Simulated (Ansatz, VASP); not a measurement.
**As in VASP and in Ansatz**

```
CELL_PARAMETERS angstrom
4.80734 0.00000 0.00000
0.00000 3.63390 0.00000
0.00000 0.00000 28.27037
ATOMIC_POSITIONS crystal
As 0.07604 0.00000 0.37773
As 0.42396 0.50000 0.37773
As 0.57604 0.50000 0.29435
As 0.92396 0.00000 0.29435
```

Alike in both runs: task single point; functional HSE06; k mesh 4 × 4 × 1; no spin polarisation.

|  | VASP | Ansatz |
| --- | --- | --- |
| version | VASP 6.6.1 | Ansatz 0.2.0 |
| potentials or method | VASP PAW PBE potentials, release 64 (As) | plane waves, PAW |
| plane-wave cutoff (eV) | 520 | 420 |
| occupations | gaussian, width 0.01 eV | fixed |
| valence electrons in the cell | 20 | 60 |

Ansatz gave:

```
gap on the k mesh at the Fermi level (eV) : 1.51
rms of the force components (eV/Å)        : 0.053
```

Question: Estimate VASP's values.

Answer: gap on the k mesh at the Fermi level (eV): 1.51; rms of the force components (eV/Å): 0.059.

Atom by atom the forces differ by 0.009 eV/Å (rms over components). VASP's potentials hold 20 valence electrons a cell and Ansatz's 60, so a difference there can come from the potentials and not from the codes. Ansatz's warnings: stress exchange threshold loose, stress scf threshold loose.

The k mesh is coarse, so the values compare programs but aren't converged.
